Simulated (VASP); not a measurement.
# VMo3S8 (P-6m2) in VASP: single point with PBE

Aim: the single point of VMo3S8 with PBE.

All numbers are computed with VASP 6.6.1; they aren't measurements. Logs are shortened: lines on timing, memory, paths and dates and some standing lists are left out, and cuts for length are marked.

## 1. The cell of the first run

The structure is hexagonal, space group P-6m2 (No. 187). The conventional cell has a = 3.185 Å, b = 3.185 Å, c = 27.746 Å, α = 90.00°, β = 90.00°, γ = 120.00°. Within 3.1 Å of V (site symmetry -6m2) lie 6 S at 2.36 Å. Within 3.2 Å of Mo (site symmetry -6m2) lie 6 S at 2.41 Å and 6 Mo at 3.18 Å. Within 3.2 Å of Mo (site symmetry 3m) lie 6 S at 2.41 Å and 6 Mo at 3.18 Å. S (site symmetry 3m) has 3 Mo at 2.41 Å and 7 S at 3.12 to 3.18 Å within 3.2 Å. S (site symmetry 3m) has 3 Mo at 2.41 Å and 7 S at 3.12 to 3.18 Å within 3.2 Å. Within 3.2 Å of S (site symmetry 3m) lie 3 Mo at 2.41 Å and 7 S at 3.12 to 3.18 Å. Within 3.1 Å of S (site symmetry 3m) lie 3 V at 2.36 Å and 1 S at 2.97 Å.

## 2. Single point, PBE, collinear spin, ferrimagnetic start

File INCAR:

```
SYSTEM = VMo3S8
PREC = Accurate ; ENCUT = 520
EDIFF = 1E-6 ; ISMEAR = 0
SIGMA = 0.1 ; LREAL = .False.
LASPH = .True. ; NELM = 150
ALGO = Normal ; ISIF = 2
LWAVE = .False. ; LCHARG = .False.
ISPIN = 2 ; MAGMOM = 2 -1 -1 1 0 0 0 0 0 0 0 0
LORBIT = 11 ; LMAXMIX = 4
GGA = PE ; NBANDS = 68
```

File KPOINTS:

```
Automatic mesh
0
Gamma
  6 6 1
  0 0 0
```

File POSCAR:

```
VMo3S8
1.0
    3.1845851004     -0.0000000028      0.0000000000
   -1.5922925478      2.7579315989      0.0000000000
    0.0000000000      0.0000000000     27.7460364923
V Mo S
1 3 8
Direct
    0.6666666667      0.3333333333      0.5000000823
    0.6666666667      0.3333333333     -0.0000000984
    0.3333333333      0.6666666667      0.2518219961
    0.3333333333      0.6666666667      0.7481780203
    0.6666666667      0.3333333333      0.1955139148
    0.6666666667      0.3333333333      0.6918600325
    0.3333333333      0.6666666667      0.0563130482
    0.3333333333      0.6666666667      0.5535879454
    0.6666666667      0.3333333333      0.3081399899
    0.6666666667      0.3333333333      0.8044860944
    0.3333333333      0.6666666667      0.9436867554
    0.3333333333      0.6666666667      0.4464122191
```

Potentials or basis: VASP PAW PBE potentials, release 64 (V_sv, Mo_sv, S).

On the command line:

```bash
$ cat potpaw_PBE.64/V_sv/POTCAR potpaw_PBE.64/Mo_sv/POTCAR potpaw_PBE.64/S/POTCAR > POTCAR
$ mpirun -np 1 vasp_std > vasp.out
```

OUTCAR:

```text
SYSTEM = VMo3S8
   PREC = Accurate
   ENCUT = 520
   EDIFF = 1E-6
   ISMEAR = 0
   LREAL = .False.
   LASPH = .True.
   NELM = 150
   ISIF = 2
   ISPIN = 2
   LORBIT = 11
   GGA = PE

 ion  position               nearest neighbor table
   1  0.667  0.333  0.500-   8 2.36   8 2.36   8 2.36  12 2.36  12 2.36  12 2.36
   2  0.667  0.333  1.000-  11 2.41  11 2.41  11 2.41   7 2.41   7 2.41   7 2.41
   3  0.333  0.667  0.252-   5 2.41   5 2.41   5 2.41   9 2.41   9 2.41   9 2.41
   4  0.333  0.667  0.748-  10 2.41  10 2.41  10 2.41   6 2.41   6 2.41   6 2.41
   5  0.667  0.333  0.196-   3 2.41   3 2.41   3 2.41
   6  0.667  0.333  0.692-   4 2.41   4 2.41   4 2.41
   7  0.333  0.667  0.056-   2 2.41   2 2.41   2 2.41
   8  0.333  0.667  0.554-   1 2.36   1 2.36   1 2.36
   9  0.667  0.333  0.308-   3 2.41   3 2.41   3 2.41
  10  0.667  0.333  0.804-   4 2.41   4 2.41   4 2.41
  11  0.333  0.667  0.944-   2 2.41   2 2.41   2 2.41
  12  0.333  0.667  0.446-   1 2.36   1 2.36   1 2.36

  LATTYP: Found a hexagonal cell.
 ALAT       =     3.1845851004
 C/A-ratio  =     8.7126063891

  Lattice vectors:

 A1 = (   3.1845851004,  -0.0000000028,   0.0000000000)
 A2 = (  -1.5922925478,   2.7579315989,   0.0000000000)
 A3 = (   0.0000000000,   0.0000000000,  27.7460364923)

Analysis of symmetry for initial positions (statically):
=====================================================================
 Subroutine PRICEL returns:
 Original cell was already a primitive cell.

 Routine SETGRP: Setting up the symmetry group for a
 hexagonal supercell.

 Subroutine GETGRP returns: Found 12 space group operations
 (whereof 12 operations were pure point group operations)
 out of a pool of 24 trial point group operations.

The static configuration has the point symmetry D_3h.

Analysis of symmetry for dynamics (positions and initial velocities):
=====================================================================
 Subroutine PRICEL returns:
 Original cell was already a primitive cell.

 Routine SETGRP: Setting up the symmetry group for a
 hexagonal supercell.

 Subroutine GETGRP returns: Found 12 space group operations
 (whereof 12 operations were pure point group operations)
 out of a pool of 24 trial point group operations.

The dynamic configuration has the point symmetry D_3h.

Analysis of structural, dynamic, and magnetic symmetry:
=====================================================================
 Subroutine PRICEL returns:
 Original cell was already a primitive cell.

 Routine SETGRP: Setting up the symmetry group for a
 hexagonal supercell.

 Subroutine GETGRP returns: Found  6 space group operations
 (whereof  6 operations were pure point group operations)
 out of a pool of 24 trial point group operations.

The overall configuration has the point symmetry C_3v.

 Subroutine INISYM returns: Found  6 space group operations
 (whereof  6 operations are pure point group operations),
 and found     1 'primitive' translations

----------------------------------------------------------------------------------------

                                     Primitive cell

  volume of cell :     243.6898

  direct lattice vectors                    reciprocal lattice vectors
     3.184585100 -0.000000003  0.000000000     0.314012648  0.181295287  0.000000000
    -1.592292548  2.757931599  0.000000000     0.000000000  0.362590574  0.000000000
     0.000000000  0.000000000 27.746036492     0.000000000  0.000000000  0.036041184

  length of vectors
     3.184585100  3.184585100 27.746036492     0.362590574  0.362590574  0.036041184

  position of ions in fractional coordinates (direct lattice)
     0.666666667  0.333333333  0.500000082
     0.666666667  0.333333333  0.999999902
     0.333333333  0.666666667  0.251821996
     0.333333333  0.666666667  0.748178020
     0.666666667  0.333333333  0.195513915
     0.666666667  0.333333333  0.691860033
     0.333333333  0.666666667  0.056313048
     0.333333333  0.666666667  0.553587945
     0.666666667  0.333333333  0.308139990
     0.666666667  0.333333333  0.804486094
     0.333333333  0.666666667  0.943686755
     0.333333333  0.666666667  0.446412219

  ion indices of the primitive-cell ions
   primitive index   ion index
                 1           1
                 2           2
                 3           3
                 4           4
                 5           5
                 6           6
                 7           7
                 8           8
                 9           9
                10          10
                11          11
                12          12

----------------------------------------------------------------------------------------

 KPOINTS: Automatic mesh

Automatic generation of k-mesh.
 Grid dimensions read from file:
 generate k-points for:    6    6    1

 Generating k-lattice:

  Cartesian coordinates                     Fractional coordinates (reciprocal lattice)
     0.052335441  0.030215881  0.000000000     0.166666667  0.000000000  0.000000000
     0.000000000  0.060431762  0.000000000    -0.000000000  0.166666667  0.000000000
     0.000000000  0.000000000  0.036041184     0.000000000  0.000000000  1.000000000

  Length of vectors
     0.060431762  0.060431762  0.036041184

  Shift w.r.t. Gamma in fractional coordinates (k-lattice)
     0.000000000  0.000000000  0.000000000

 Subroutine IBZKPT returns following result:
 ===========================================

 Found      7 irreducible k-points:

 Following reciprocal coordinates:
            Coordinates               Weight
  0.000000  0.000000  0.000000      1.000000
  0.166667  0.000000  0.000000      6.000000
  0.333333  0.000000  0.000000      6.000000
  0.500000 -0.000000  0.000000      3.000000
  0.166667  0.166667  0.000000      6.000000
  0.333333  0.166667  0.000000     12.000000
  0.333333  0.333333  0.000000      2.000000
   k-points           NKPTS =      7   k-points in BZ     NKDIM =      7   number of bands    NBANDS=     68
   number of dos      NEDOS =    301   number of ions     NIONS =     12
   total plane-waves  NPLWV = 120960
   dimension x,y,z NGX =    24 NGY =   24 NGZ =  210
   dimension x,y,z NGXF=    48 NGYF=   48 NGZF=  420
   ions per type =               1   3   8
   NGX,Y,Z   is equivalent  to a cutoff of  12.53, 12.53, 12.58 a.u.
   NGXF,Y,Z  is equivalent  to a cutoff of  25.06, 25.06, 25.17 a.u.
 SYSTEM =  VMo3S8
   PREC   = accura    normal or accurate (medium, high low for compatibility)
   ISTART =      0    job   : 0-new  1-cont  2-samecut
   ICHARG =      2    charge: 1-file 2-atom 10-const
   ISPIN  =      2    spin polarized calculation?
   LNONCOLLINEAR =      F non collinear calculations
   LSORBIT =      F    spin-orbit coupling
   LASPH  =      T    aspherical Exc in radial PAW
   ENCUT  =  520.0 eV  38.22 Ry    6.18 a.u.   5.92  5.92 51.59*2*pi/ulx,y,z
   NELM   =    150;   NELMIN=  2; NELMDL= -5     # of ELM steps
   EDIFF  = 0.1E-05   stopping-criterion for ELM
   LREAL  =      F    real-space projection
   EDIFFG = 0.1E-04   stopping-criterion for IOM
   NSW    =      0    number of steps for IOM
   IBRION =     -1    ionic relax: 0-MD 1-quasi-New 2-CG
   NFREE  =      0    steps in history (QN), initial steepest desc. (CG)
   ISIF   =      2    stress and relaxation
   ISYM   =      2    0-nonsym 1-usesym 2-fastsym
   POTIM  = 0.5000    time-step for ionic-motion
   TEBEG  =    0.0;   TEEND  =   0.0 temperature during run
   PSTRESS=    0.0 pullay stress
   NELECT =     103.0000    total number of electrons
   NUPDOWN=      -1.0000    fix difference up-down
   EMIN   =  10.00;   EMAX   =-10.00  energy-range for DOS
   EFERMI =   0.00;   METHOD = LEGACY
   ISMEAR =     0;   SIGMA  =   0.10  broadening in eV -4-tet -1-fermi 0-gaus
   EFERMI_NEDOS =   21; number of points for ismear=-14 and -15
   IALGO  =     38    algorithm
   IMIX   =      4    mixing-type and parameters
     AMIX     =   0.40;   BMIX     =  1.00
     AMIX_MAG =   1.60;   BMIX_MAG =  1.00
  volume/ion in A,a.u.               =      20.31       137.04
  Fermi-wavevector in a.u.,A,eV,Ry     =   1.228593  2.321705 20.537198  1.509441
  Thomas-Fermi vector in A             =   2.363513
   LORBIT       =     11    0 simple, 1 ext, 2 COOP (PROOUT), +10 PAW based schemes
   GGA     = PE    functional components
   LHFCALC =     F    Hartree Fock is set to
   AEXX    =    0.0000 exact exchange contribution
   IVDW    =     0    specifies the selected vdW correction
   LEPSILON=     F    determine dielectric tensor
   LRPA    =     F    only Hartree local field effects (RPA)
 spin polarized calculation
 Gauss-broadening in eV      SIGMA  =   0.10
  energy-cutoff  :      520.00
  volume of cell :      243.69
 maximum number of plane-waves:      6588
 NGX is ok and might be reduce to    24
   NGX = 11   NGY = 11   NGZ =103

 number of electron     103.0000006 magnetization       0.9257334

 Free energy of the ion-electron system (eV)
  ---------------------------------------------------
  ext. energy  EPLUGINS =         0.00000000
  ---------------------------------------------------
  free energy    TOTEN  =       -85.45117163 eV

  energy without entropy =      -85.44484240  energy(sigma->0) =      -85.44800702

 E-fermi :   5.2505     XC(G=0):  -9.8017

 val. band max:        5.1865114922   @ k =   0.0000   0.0000   0.0000
 cond. band min:       5.3096214577   @ k =   0.5000  -0.0000   0.0000
 fundamental gap:      0.1231099654
 Fermi energy:         5.2505209202

 spin component 1

 k-point     1 :       0.0000    0.0000    0.0000
  band No.  band energies     occupation
      1     -59.5658      1.00000
      2     -55.9586      1.00000
      3     -55.8769      1.00000
      4     -55.8756      1.00000
      5     -33.3897      1.00000
      6     -33.3897      1.00000
[... 451 lines left out ...]
     62       8.4416      0.00000
     63       8.5209      0.00000
 Fermi energy:         5.2505209202

 spin component 2

 k-point     1 :       0.0000    0.0000    0.0000
  band No.  band energies     occupation
      1     -58.7032      1.00000
      2     -55.9582      1.00000
      3     -55.8777      1.00000
      4     -55.8763      1.00000
      5     -32.5207      1.00000
      6     -32.5066      1.00000
[... 451 lines left out ...]
     62       8.4418      0.00000
     63       8.5207      0.00000
 [bands above 63 left out]

------------------------ aborting loop because EDIFF is reached ----------------------------------------

  FORCE on cell =-STRESS in cart. coord.  units (eV):
  Direction    XX          YY          ZZ          XY          YZ          ZX
  --------------------------------------------------------------------------------------
  -------------------------------------------------------------------------------------
  Total       -0.0676140     -0.0676140     -0.0274397      0.0000000      0.0000000      0.0000000
  in kB       -0.4445390     -0.4445390     -0.1804069      0.0000000      0.0000000      0.0000000
  external PRESSURE =      -0.3564950 kB  Pullay stress =       0.0000000 kB

 VOLUME and BASIS-vectors are now :
 -----------------------------------------------------------------------------
  energy-cutoff  :      520.00
  volume of cell :      243.69
      direct lattice vectors                 reciprocal lattice vectors
     3.184585100 -0.000000003  0.000000000     0.314012648  0.181295287  0.000000000
    -1.592292548  2.757931599  0.000000000     0.000000000  0.362590574  0.000000000
     0.000000000  0.000000000 27.746036492     0.000000000  0.000000000  0.036041184

 POSITION                                       TOTAL-FORCE (eV/Angst)
 -----------------------------------------------------------------------------------
      1.59229      0.91931     13.87302        -0.000000     -0.000000     -0.000060
      1.59229      0.91931     27.74603        -0.000000      0.000000      0.000016
      0.00000      1.83862      6.98706         0.000000      0.000000      0.002182
      0.00000      1.83862     20.75897         0.000000     -0.000000     -0.002204
      1.59229      0.91931      5.42474         0.000000     -0.000000      0.014592
      1.59229      0.91931     19.19637        -0.000000     -0.000000      0.013938
      0.00000      1.83862      1.56246        -0.000000      0.000000     -0.013390
      0.00000      1.83862     15.35987         0.000000      0.000000      0.008828
      1.59229      0.91931      8.54966         0.000000      0.000000     -0.013905
      1.59229      0.91931     22.32130        -0.000000      0.000000     -0.014595
      0.00000      1.83862     26.18357         0.000000      0.000000      0.013446
      0.00000      1.83862     12.38617         0.000000     -0.000000     -0.008849
 -----------------------------------------------------------------------------------
    total drift:                               -0.000000      0.000000     -0.000089

  FREE ENERGIE OF THE ION-ELECTRON SYSTEM (eV)
  ---------------------------------------------------
  free  energy   TOTEN  =       -85.4511716337 eV

  energy  without entropy=      -85.4448424043  energy(sigma->0) =      -85.44800702

 total charge

# of ion       s       p       d       tot
------------------------------------------
    1        2.247   6.241   3.048  11.536
    2        2.288   6.216   3.929  12.433
    3        2.288   6.216   3.928  12.432
    4        2.288   6.216   3.928  12.432
    5        1.363   2.338   0.000   3.701
    6        1.364   2.335   0.000   3.699
    7        1.363   2.337   0.000   3.700
    8        1.364   2.338   0.000   3.703
    9        1.364   2.335   0.000   3.699
   10        1.363   2.338   0.000   3.701
   11        1.363   2.337   0.000   3.700
   12        1.364   2.338   0.000   3.703
--------------------------------------------------
tot         20.019  43.584  14.833  78.437

 magnetization (x)

# of ion       s       p       d       tot
------------------------------------------
    1        0.011   0.013   0.852   0.875
    2        0.000   0.000   0.001   0.001
    3       -0.000  -0.000  -0.001  -0.001
    4       -0.000  -0.000  -0.001  -0.001
    5       -0.000   0.000   0.000   0.000
    6        0.000  -0.000   0.000  -0.000
    7        0.000   0.000   0.000   0.000
    8       -0.001  -0.040   0.000  -0.041
    9        0.000  -0.000   0.000  -0.000
   10        0.000   0.000   0.000   0.000
   11        0.000   0.000   0.000   0.000
   12       -0.001  -0.040   0.000  -0.041
--------------------------------------------------
tot          0.009  -0.067   0.850   0.792
```

Wall time 6 min (1 thread of Intel Xeon 6975P-C (Granite Rapids), shared host); peak memory 0.53 GiB.

Results:

| Quantity | Value |
| --- | --- |
| Free energy | -85.4512 eV |
| Pressure | 0.0 GPa |
| Largest force | 0.015 eV/Å |
| Net moment | 0.93 μB per cell |
| Site moments | V +0.88; Mo +0.00, -0.00; S +0.00, -0.00, -0.04 μB |
| Valence electrons inside the program's atomic spheres | V 11.54; Mo 12.43; S 3.70 |

Forces in eV/Å, atoms in the order of the input:
```
V    0.000  0.000  0.000
Mo   0.000  0.000  0.000
Mo   0.000  0.000  0.002
Mo   0.000  0.000 -0.002
S    0.000  0.000  0.015
S    0.000  0.000  0.014
S    0.000  0.000 -0.013
S    0.000  0.000  0.009
S    0.000  0.000 -0.014
S    0.000  0.000 -0.015
S    0.000  0.000  0.013
S    0.000  0.000 -0.009
```

Caveat: the k points lie up to 0.38 Å⁻¹ apart; this functional lacks dispersion, which binds the layers, so the pressure and a relaxed spacing across them are unreliable.
